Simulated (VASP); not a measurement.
## La2O3: single point with PBE

Crystal: La2O3.

```
CELL_PARAMETERS angstrom
3.93078 0.00000 0.00000
-1.96539 3.40415 0.00000
0.00000 0.00000 6.11195
ATOMIC_POSITIONS crystal
La 0.33333 0.66667 0.24624
La 0.66667 0.33333 0.75376
O 0.00000 0.00000 0.00000
O 0.33333 0.66667 0.64589
O 0.66667 0.33333 0.35411
```

```
Program             : VASP 6.6.1
Task                : single point
Functional          : PBE
Potentials or basis : VASP PAW PBE potentials, release 64 (La, O)
Cutoff              : 520 eV
k mesh              : 8 × 8 × 5
Occupations         : fermi-dirac, width 0.05 eV
Spin                : no spin polarisation
```

The pressure is 1.6 GPa. The largest force is 0.012 eV/Å. The band gap on the k mesh is 3.89 eV, indirect (least direct gap 4.07 eV).

Forces in eV/Å, atoms in the order of the input:
```
La   0.000  0.000 -0.003
La   0.000  0.000  0.003
O    0.000  0.000  0.000
O    0.000  0.000  0.012
O    0.000  0.000 -0.012
```

Stress tensor (GPa, compression positive):
```
1.50 0.00 0.00
0.00 1.50 0.00
0.00 0.00 1.82
```

Levels at points of the mesh, in eV from the valence-band top:
| k point | band 16 | band 17 | band 18 | band 19 | band 20 | band 21 | band 22 | band 23 | band 24 | band 25 |
| --- | --- | --- | --- | --- | --- | --- | --- | --- | --- | --- |
| (0.00, 0.00, 0.00) | -2.04 | -1.62 | -0.35 | -0.35 | -0.08 | 4.35 | 4.63 | 4.63 | 5.20 | 5.40 |
| (0.50, 0.00, 0.00) | -0.71 | -0.70 | -0.62 | -0.38 | -0.26 | 3.89 | 4.75 | 5.20 | 5.23 | 5.30 |

It took 3.4 min on 1 thread of Intel Xeon 8259CL (shared host), peak memory 0.23 GiB.

Caveat: spin-orbit coupling is left out, which moves the levels of the heavy elements. A hybrid or GW would open this gap; PBE tends to underestimate it.
